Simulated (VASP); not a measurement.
# GaAs (F-43m) in VASP: a series of runs, part 2 of 2

VASP 6.6.1. Earlier steps stand in the parts before.

## Step 4: Single point, PBEsol-based screened hybrid with 25 % exact exchange

POSCAR reads:

```
GaAs
1.0
    0.0000000000      2.7691429914      2.7691429914
    2.7691429914      0.0000000000      2.7691429914
    2.7691429914      2.7691429914      0.0000000000
As Ga
1 1
Direct
    0.7500000000      0.7500000000      0.7500000000
    0.0000000000      0.0000000000      0.0000000000
```

INCAR.step1 reads:

```
PREC = Accurate
ENCUT = 520
EDIFF = 1E-5
ISMEAR = -1
SIGMA = 0.05
LREAL = False
LASPH = True
NELM = 100
ALGO = Normal
ISIF = 2
LWAVE = True
GGA = PE
NBANDS = 16
```

INCAR.step2 reads:

```
PREC = Accurate
ENCUT = 520
EDIFF = 1E-7
ISMEAR = -1
SIGMA = 0.05
LREAL = False
LASPH = True
NELM = 100
ALGO = Normal
ISIF = 2
LWAVE = False
LCHARG = True
GGA = PS
LHFCALC = True
AEXX = 0.25
HFSCREEN = 0.207
PRECFOCK = Normal
LELF = True
LVHAR = True
ISTART = 1
NBANDS = 16
```

KPOINTS reads:

```
regular mesh
0
Gamma
  4 4 4
```

Potentials or basis: VASP PAW PBE potentials, release 64 (As, Ga_d).

Run with:

```bash
$ cat potpaw_PBE.64/As/POTCAR potpaw_PBE.64/Ga_d/POTCAR > POTCAR
$ cp INCAR.step1 INCAR
$ mpirun -np 1 vasp_std > vasp.out
$ cp INCAR.step2 INCAR
$ mpirun -np 1 vasp_std > vasp.out
```

OUTCAR:

```text
PREC = Accurate
   ENCUT = 520
   EDIFF = 1E-7
   ISMEAR = -1
   LREAL = False
   LASPH = True
   NELM = 100
   ISIF = 2
   GGA = PS
   LHFCALC = True
   AEXX = 0.25
   HFSCREEN = 0.207
   PRECFOCK = Normal
   ISTART = 1

 ion  position               nearest neighbor table
   1  0.750  0.750  0.750-   2 2.40   2 2.40   2 2.40   2 2.40
   2  0.000  0.000  0.000-   1 2.40   1 2.40   1 2.40   1 2.40

  LATTYP: Found a face centered cubic cell.
 ALAT       =     5.5382859828

  Lattice vectors:

 A1 = (   0.0000000000,   2.7691429914,   2.7691429914)
 A2 = (   2.7691429914,   0.0000000000,   2.7691429914)
 A3 = (   2.7691429914,   2.7691429914,   0.0000000000)

Analysis of symmetry for initial positions (statically):
=====================================================================
 Subroutine PRICEL returns:
 Original cell was already a primitive cell.

 Routine SETGRP: Setting up the symmetry group for a
 face centered cubic supercell.

 Subroutine GETGRP returns: Found 24 space group operations
 (whereof 24 operations were pure point group operations)
 out of a pool of 48 trial point group operations.

The static configuration has the point symmetry T_d .

Analysis of symmetry for dynamics (positions and initial velocities):
=====================================================================
 Subroutine PRICEL returns:
 Original cell was already a primitive cell.

 Routine SETGRP: Setting up the symmetry group for a
 face centered cubic supercell.

 Subroutine GETGRP returns: Found 24 space group operations
 (whereof 24 operations were pure point group operations)
 out of a pool of 48 trial point group operations.

The dynamic configuration has the point symmetry T_d .

[... 103 lines left out ...]
  Fermi-wavevector in a.u.,A,eV,Ry     =   1.229731  2.323856 20.575267  1.512239
  Thomas-Fermi vector in A             =   2.364607
   LORBIT       =      0    0 simple, 1 ext, 2 COOP (PROOUT), +10 PAW based schemes
   GGA     = PS    functional components
   LHFCALC =     T    Hartree Fock is set to
   PRECFOCK=normal    Normal, Fast or Accurate (Low or Medium for compatibility)
   ENCUT4O =  -1.0   cutoff for four orbital integrals eV
   NKREDX  =     1    reduce k-point grid by
   NKREDY  =     1    reduce k-point grid by
   NKREDZ  =     1    reduce k-point grid by
   AEXX    =    0.2500 exact exchange contribution
   HFSCREEN=    0.2070 screening length (either q_TF or 0.3 A-1)
   HFSCREENC=   0.2070 screening length for correlation (either q_TF or 0.3 A-1)
   ENCUTFOCK=  -1.0 apply spherical cutoff to Coloumb kernel
   IVDW    =     0    specifies the selected vdW correction
   LEPSILON=     F    determine dielectric tensor
   LRPA    =     F    only Hartree local field effects (RPA)
 non-spin polarized calculation
  energy-cutoff  :      520.00
  volume of cell :       42.47
 maximum number of plane-waves:      1162
 NGX is ok and might be reduce to    30
  NGX = 24; NGY = 24; NGZ = 24

 number of electron      18.0000010 magnetization

 Free energy of the ion-electron system (eV)
  ---------------------------------------------------
  ext. energy  EPLUGINS =         0.00000000
  ---------------------------------------------------
  free energy    TOTEN  =       -10.23719956 eV

  energy without entropy =      -10.23719956  energy(sigma->0) =      -10.23719956

 E-fermi :   4.9543     XC(G=0):  -8.2945

 val. band max:        4.0233015971   @ k =   0.0000   0.0000   0.0000
 cond. band min:       5.9064343600   @ k =   0.5000   0.5000   0.0000
 fundamental gap:      1.8831327629
 Fermi energy:         4.9543254194

 k-point     1 :       0.0000    0.0000    0.0000
  band No.  band energies     occupation
      1     -13.4327      2.00000
      2     -13.4327      2.00000
      3     -13.4327      2.00000
      4     -13.3359      2.00000
      5     -13.3359      2.00000
      6     -10.4389      2.00000
[... 129 lines left out ...]
      3     -13.3816      2.00000
      4     -13.3495      2.00000
      5     -13.3320      2.00000
      6      -7.3067      2.00000
[... 8 lines left out ...]
     15      17.9186      0.00000
     16      18.9221      0.00000

------------------------ aborting loop because EDIFF is reached ----------------------------------------

  FORCE on cell =-STRESS in cart. coord.  units (eV):
  Direction    XX          YY          ZZ          XY          YZ          ZX
  --------------------------------------------------------------------------------------
  -------------------------------------------------------------------------------------
  Total        1.1783522      1.1783522      1.1783522      0.0000000      0.0000000      0.0000000
  in kB       44.4548933     44.4548933     44.4548933      0.0000000      0.0000000      0.0000000
  external PRESSURE =      44.4548933 kB  Pullay stress =       0.0000000 kB

 VOLUME and BASIS-vectors are now :
 -----------------------------------------------------------------------------
  energy-cutoff  :      520.00
  volume of cell :       42.47
      direct lattice vectors                 reciprocal lattice vectors
     0.000000000  2.769142991  2.769142991    -0.180561279  0.180561279  0.180561279
     2.769142991  0.000000000  2.769142991     0.180561279 -0.180561279  0.180561279
     2.769142991  2.769142991  0.000000000     0.180561279  0.180561279 -0.180561279

 POSITION                                       TOTAL-FORCE (eV/Angst)
 -----------------------------------------------------------------------------------
      4.15371      4.15371      4.15371        -0.000000      0.000000      0.000000
      0.00000      0.00000      0.00000         0.000000     -0.000000     -0.000000
 -----------------------------------------------------------------------------------
    total drift:                                0.000037      0.000036      0.000030

  FREE ENERGIE OF THE ION-ELECTRON SYSTEM (eV)
  ---------------------------------------------------
  free  energy   TOTEN  =       -10.2371995643 eV

  energy  without entropy=      -10.2371995627  energy(sigma->0) =      -10.23719956
```

OUTCAR.step1:

```text
PREC = Accurate
   ENCUT = 520
   EDIFF = 1E-5
   ISMEAR = -1
   LREAL = False
[... 355 lines left out ...]
      4.15371      4.15371      4.15371        -0.000000     -0.000000     -0.000000
      0.00000      0.00000      0.00000         0.000000      0.000000      0.000000
 -----------------------------------------------------------------------------------
    total drift:                               -0.000001     -0.000001     -0.000001

  FREE ENERGIE OF THE ION-ELECTRON SYSTEM (eV)
  ---------------------------------------------------
  free  energy   TOTEN  =        -7.9655093390 eV

  energy  without entropy=       -7.9655060791  energy(sigma->0) =       -7.96550771
```

Wall time 12 min (1 thread of AMD EPYC 7R43 (Zen 3), shared host); peak memory 0.24 GiB.

Results:

| Item | Value |
| --- | --- |
| Free energy | -10.2372 eV |
| Pressure | 4.4 GPa |
| Band gap on the k mesh | 1.88 eV (least direct gap 1.91 eV) |

Caveat: the k points lie up to 0.49 Å⁻¹ apart; the PAW data sets were made with another functional, which shifts forces and pressure a little. A k mesh can miss the band edges.

## Step 5: Overview

```tsv
level	spin	cell	k mesh	grid for exact exchange (PRECFOCK)	share of exact exchange	screening parameter	pressure (GPa)	moment (μB)
r2SCAN	non-collinear, zero start, SOC	a = 3.916 Å, angles 60.0°, 2 atoms	8 × 8 × 8	-	-	-	6.0	0.00
r2SCAN	non-collinear, zero start, SOC	a = 3.944 Å, angles 60.0°, 2 atoms	8 × 8 × 8	-	-	-	4.0	0.00
PBEsol-based screened hybrid with 25 % exact exchange	off	a = 3.916 Å, angles 60.0°, 2 atoms	4 × 4 × 4	Normal	0.25	0.207 1/Å	4.4	-
```

Alike in all rows: task single point; potentials or basis VASP PAW PBE potentials, release 64 (As, Ga_d); cutoff (eV) 520; smearing fermi-dirac 0.05 eV.

Caveats: some runs use coarse meshes; the PAW data sets were made with another functional, which shifts forces and pressure a little; the cell stands under pressure (at least some runs).

Absolute energies hang on the potentials; compare differences alone.
